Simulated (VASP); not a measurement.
# C (Cmme) in VASP: a series of runs, part 2 of 2

VASP 6.6.1. The steps go on from the part before.

**3. Single point, PBEsol (8.11 Å³/atom)**

INCAR

```
ALGO = Normal ; EDIFF = 1E-6
ENCUT = 520 ; GGA = PS
ISIF = 2 ; ISMEAR = 0
LASPH = True ; LCHARG = False
LREAL = False ; LWAVE = False
NBANDS = 16 ; NELM = 100
PREC = Accurate ; SIGMA = 0.15
```

KPOINTS

```
k-points
0
Gamma
  21 21 6
```

POSCAR

```
C
1.0
    1.1809078653     -1.9910249802      0.0000000000
    1.1809078653      1.9910249802      0.0000000000
    0.0000000000      0.0000000000      6.8994055385
C
4
Direct
    0.0833216498      0.9166783502      0.7498439858
    0.5833216498      0.4166783502      0.2501560142
    0.9166783502      0.0833216498      0.2501560142
    0.4166783502      0.5833216498      0.7498439858
```

Potentials or basis: VASP PAW PBE potentials, release 64 (C).

On the command line:

```console
> cat potpaw_PBE.64/C/POTCAR > POTCAR
> mpirun -np 1 vasp_std > vasp.out
```

OUTCAR:

```text
EDIFF = 1E-6
   ENCUT = 520
   GGA = PS
   ISIF = 2
   ISMEAR = 0
   LASPH = True
   LREAL = False
   NELM = 100
   PREC = Accurate

 ion  position               nearest neighbor table
   1  0.083  0.917  0.750-   4 1.33   4 1.35   4 1.35
   2  0.583  0.417  0.250-   3 1.33   3 1.35   3 1.35
   3  0.917  0.083  0.250-   2 1.33   2 1.35   2 1.35
   4  0.417  0.583  0.750-   1 1.33   1 1.35   1 1.35

  LATTYP: Found a base centered orthorhombic cell.
 ALAT       =     2.3618157306
 B/A-ratio  =     1.6860121257
 C/A-ratio  =     2.9212293953

  Lattice vectors:

 A1 = (   1.1809078653,  -1.9910249802,   0.0000000000)
 A2 = (   1.1809078653,   1.9910249802,   0.0000000000)
 A3 = (   0.0000000000,   0.0000000000,   6.8994055385)

Analysis of symmetry for initial positions (statically):
=====================================================================
 Subroutine PRICEL returns:
 Original cell was already a primitive cell.

 Routine SETGRP: Setting up the symmetry group for a
 base centered orthorhombic supercell.

 Subroutine GETGRP returns: Found  8 space group operations
 (whereof  4 operations were pure point group operations)
 out of a pool of  8 trial point group operations.

The static configuration has the point symmetry C_2h.
 The point group associated with its full space group is D_2h.

Analysis of symmetry for dynamics (positions and initial velocities):
=====================================================================
 Subroutine PRICEL returns:
 Original cell was already a primitive cell.

 Routine SETGRP: Setting up the symmetry group for a
 base centered orthorhombic supercell.

 Subroutine GETGRP returns: Found  8 space group operations
 (whereof  4 operations were pure point group operations)
 out of a pool of  8 trial point group operations.

The dynamic configuration has the point symmetry C_2h.
[... 123 lines left out ...]
     AMIX     =   0.40;   BMIX     =  1.00
     AMIX_MAG =   1.60;   BMIX_MAG =  1.00
  volume/ion in A,a.u.               =       8.11        54.74
  Fermi-wavevector in a.u.,A,eV,Ry     =   1.293411  2.444193 22.761365  1.672913
  Thomas-Fermi vector in A             =   2.425059
   LORBIT       =      0    0 simple, 1 ext, 2 COOP (PROOUT), +10 PAW based schemes
   GGA     = PS    functional components
   LHFCALC =     F    Hartree Fock is set to
   AEXX    =    0.0000 exact exchange contribution
   IVDW    =     0    specifies the selected vdW correction
   LEPSILON=     F    determine dielectric tensor
   LRPA    =     F    only Hartree local field effects (RPA)
 non-spin polarized calculation
 Gauss-broadening in eV      SIGMA  =   0.15
  energy-cutoff  :      520.00
  volume of cell :       32.44
 maximum number of plane-waves:       900
 NGX is ok and might be reduce to    18
   NGX =  9   NGY =  9   NGZ = 25

 number of electron      16.0000000 magnetization

 Free energy of the ion-electron system (eV)
  ---------------------------------------------------
  ext. energy  EPLUGINS =         0.00000000
  ---------------------------------------------------
  free energy    TOTEN  =       -37.63675972 eV

  energy without entropy =      -37.63612250  energy(sigma->0) =      -37.63644111

 E-fermi :   5.3111     XC(G=0): -10.6781

 val. band max:        5.2980032147   @ k =   0.3333   0.3333   0.3333
 cond. band min:       5.3375089880   @ k =   0.3333   0.3333   0.3333
 fundamental gap:      0.0395057733
 Fermi energy:         5.3110874516

 k-point     1 :       0.0000    0.0000    0.0000
  band No.  band energies     occupation
      1     -15.5763      2.00000
      2     -15.3477      2.00000
      3      -4.2275      2.00000
      4      -2.5971      2.00000
      5       2.4538      2.00000
      6       2.4746      2.00000
[... 433 lines left out ...]
      3      -5.4996      2.00000
      4      -5.4012      2.00000
      5      -0.9015      2.00000
      6      -0.8855      2.00000
[... 8 lines left out ...]
     15      20.8108      0.00000
     16      22.9373      0.00000

 [... further k-points ...]

------------------------ aborting loop because EDIFF is reached ----------------------------------------

  FORCE on cell =-STRESS in cart. coord.  units (eV):
  Direction    XX          YY          ZZ          XY          YZ          ZX
  --------------------------------------------------------------------------------------
  -------------------------------------------------------------------------------------
  Total       13.8766162     20.2727469      0.1172747      0.0000000      0.0000000      0.0000000
  in kB      685.2669181   1001.1261120      5.7913580      0.0000000      0.0000000      0.0000000
  external PRESSURE =     564.0614627 kB  Pullay stress =       0.0000000 kB

 VOLUME and BASIS-vectors are now :
 -----------------------------------------------------------------------------
  energy-cutoff  :      520.00
  volume of cell :       32.44
      direct lattice vectors                 reciprocal lattice vectors
     1.180907865 -1.991024980  0.000000000     0.423403057 -0.251126935  0.000000000
     1.180907865  1.991024980  0.000000000     0.423403057  0.251126935  0.000000000
     0.000000000  0.000000000  6.899405538     0.000000000  0.000000000  0.144940023

 POSITION                                       TOTAL-FORCE (eV/Angst)
 -----------------------------------------------------------------------------------
      1.18091      1.65923      5.17348         0.000000      0.805481      0.000375
      1.18091     -0.33179      1.72593         0.000000      0.805481     -0.000375
      1.18091     -1.65923      1.72593         0.000000     -0.805481     -0.000375
      1.18091      0.33179      5.17348         0.000000     -0.805481      0.000375
 -----------------------------------------------------------------------------------
    total drift:                                0.000000     -0.000000     -0.000000

  FREE ENERGIE OF THE ION-ELECTRON SYSTEM (eV)
  ---------------------------------------------------
  free  energy   TOTEN  =       -37.6367597175 eV

  energy  without entropy=      -37.6361225034  energy(sigma->0) =      -37.63644111
```

OSZICAR:

```text
N       E                     dE             d eps       ncg     rms          rms(c)
DAV:   1     0.359198510982E+02    0.35920E+02   -0.81656E+03 15560   0.935E+02
DAV:   2    -0.389043014626E+02   -0.74824E+02   -0.68257E+02 21816   0.200E+02
DAV:   3    -0.415003986017E+02   -0.25961E+01   -0.25839E+01 19896   0.346E+01
DAV:   4    -0.415194687283E+02   -0.19070E-01   -0.19066E-01 19736   0.359E+00
DAV:   5    -0.415197279330E+02   -0.25920E-03   -0.25920E-03 19680   0.396E-01    0.111E+01
DAV:   6    -0.385530863049E+02    0.29666E+01   -0.19868E+00 18264   0.921E+00    0.645E+00
DAV:   7    -0.376278575450E+02    0.92523E+00   -0.23830E+00 19152   0.102E+01    0.191E+00
DAV:   8    -0.376404480344E+02   -0.12590E-01   -0.11890E-01 18360   0.212E+00    0.558E-01
DAV:   9    -0.376366280223E+02    0.38200E-02   -0.46745E-03 19288   0.484E-01    0.168E-01
DAV:  10    -0.376367635065E+02   -0.13548E-03   -0.12234E-03 18480   0.225E-01    0.125E-01
DAV:  11    -0.376367592992E+02    0.42073E-05   -0.41216E-05 18640   0.436E-02    0.259E-02
DAV:  12    -0.376367597175E+02   -0.41830E-06   -0.13272E-06 18264   0.884E-03
   1 F= -.37636760E+02 E0= -.37636441E+02  d E =-.637214E-03
```

It took 1.8 min on 1 thread of AMD EPYC 9R45 (Zen 5), shared host; peak memory 0.25 GiB.

What came out:

- Free energy: -37.6368 eV
- Pressure: 56.4 GPa
- Largest force: 0.805 eV/Å

Forces in eV/Å, atoms in the order of the input:
```
C    0.000  0.805  0.000
C    0.000  0.805  0.000
C    0.000 -0.805  0.000
C    0.000 -0.805  0.000
```

Caveat: the stress differs along the axes, from 1 to 100 GPa; this functional lacks dispersion, which binds layers or chains, so the pressure and a relaxed spacing across them are unreliable; the PAW data sets were made with another functional, which shifts forces and pressure a little.
